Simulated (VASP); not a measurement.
Set up this calculation in VASP 6.6.1, as the native input.

```
Task                   : single point
Functional             : r2SCAN
Potentials or basis    : VASP PAW PBE potentials, release 64 (Hf_pv, H)
Cutoff                 : 520 eV
k mesh                 : 18 × 18 × 18
Occupations            : gaussian, width 0.1 eV
Spin                   : no spin polarisation
Dipole correction      : no
Further INCAR settings : ALGO = Normal; EDIFF = 1e-06; NBANDS = 13
```

HfH2:

```xyz
3
Lattice="-1.6460 1.6460 1.9152 1.6460 -1.6460 1.9152 1.6460 1.6460 -1.9152" Properties=species:S:1:pos:R:3 pbc="T T T"
Hf    0.0000    0.0000    0.0000
H     0.0000    1.6460    0.9576
H     1.6460    0.0000    0.9576
```

One way to write it, as run:

POSCAR

```
HfH2
1.0
   -1.6460494564      1.6460494564      1.9152085792
    1.6460494564     -1.6460494564      1.9152085792
    1.6460494564      1.6460494564     -1.9152085792
Hf H
1 2
Direct
    0.0000000000      0.0000000000      0.0000000000
    0.7500000000      0.2500000000      0.5000000000
    0.2500000000      0.7500000000      0.5000000000
```

INCAR.step1

```
PREC = Accurate ; ENCUT = 520
ISMEAR = 0 ; SIGMA = 0.1
LREAL = F ; LASPH = T
NELM = 100 ; NBANDS = 13
GGA = PE ; ALGO = Normal
EDIFF = 1E-4 ; LWAVE = T
LCHARG = F
```

INCAR.step2

```
PREC = Accurate ; ENCUT = 520
EDIFF = 1E-6 ; ISMEAR = 0
SIGMA = 0.1 ; LREAL = F
LASPH = T ; NELM = 100
ALGO = Normal ; ISIF = 2
LWAVE = F ; LCHARG = F
METAGGA = R2SCAN ; LMIXTAU = T
NBANDS = 13 ; ISTART = 1
```

KPOINTS

```
regular mesh
0
Gamma
  18 18 18
```

Potentials or basis: VASP PAW PBE potentials, release 64 (Hf_pv, H).

The run is started by

```console
$ cat potpaw_PBE.64/Hf_pv/POTCAR potpaw_PBE.64/H/POTCAR > POTCAR
$ cp INCAR.step1 INCAR
$ mpirun -np 1 vasp_std > vasp.out
$ cp INCAR.step2 INCAR
$ mpirun -np 1 vasp_std > vasp.out
```

It gave:

```yaml
Pressure: 49.0 GPa
Band_gap_on_the_k_mesh: zero (bands 6 and 7 overlap by 1.30 eV)
```

Caveat: the cell stands under pressure; the PAW data sets were made with another functional, which shifts forces and pressure a little; spin-orbit coupling is left out, which moves the levels of the heavy elements.

It took 5.8 min on 1 thread of AMD EPYC 7R13 Processor (Zen 3), with other jobs on the host, peak memory 0.22 GiB.
